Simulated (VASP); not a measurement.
NaH: single point with PBEsol

The system is NaH.

```
CELL_PARAMETERS angstrom
3.38808 0.00000 0.00000
-1.69404 2.93416 0.00000
0.00000 0.00000 8.29860
ATOMIC_POSITIONS crystal
Na 0.33328 0.00000 0.66667
Na 0.66672 0.66672 0.00000
Na 0.00000 0.33328 0.33333
H 0.33339 0.00000 0.16667
H 0.66661 0.66661 0.50000
H 0.00000 0.33339 0.83333
```

```json
{
  "Program": "VASP 6.6.1",
  "Task": "single point",
  "Functional": "PBEsol",
  "Potentials or basis": "VASP PAW PBE potentials, release 64 (Na_pv, H)",
  "Cutoff": "520 eV",
  "k mesh": "9 × 9 × 4",
  "Occupations": "fermi-dirac, width 0.03 eV",
  "Spin": "no spin polarisation",
  "Dipole correction": "no",
  "Further INCAR settings": "ALGO = Normal; EDIFF = 1e-06; NBANDS = 21"
}
```

```yaml
Pressure: 0.0 GPa
Band_gap_on_the_k_mesh: 3.64 eV
```

Levels at points of the mesh, in eV from the valence-band top:
```csv
k point,band 10,band 11,band 12,band 13,band 14,band 15
"(0.00, 0.00, 0.00)",-3.76,-1.96,-1.96,5.56,5.56,10.68
"(0.00, 0.00, 0.50)",-3.27,-3.27,-0.87,3.64,9.01,9.01
```

It took 33 s on 1 thread of Intel(R) Xeon(R) 6975P-C (Granite Rapids), on a shared host, peak memory 0.23 GiB.

Caveat: the PAW data sets were made with another functional, which shifts forces and pressure a little. A k mesh can miss the band edges.
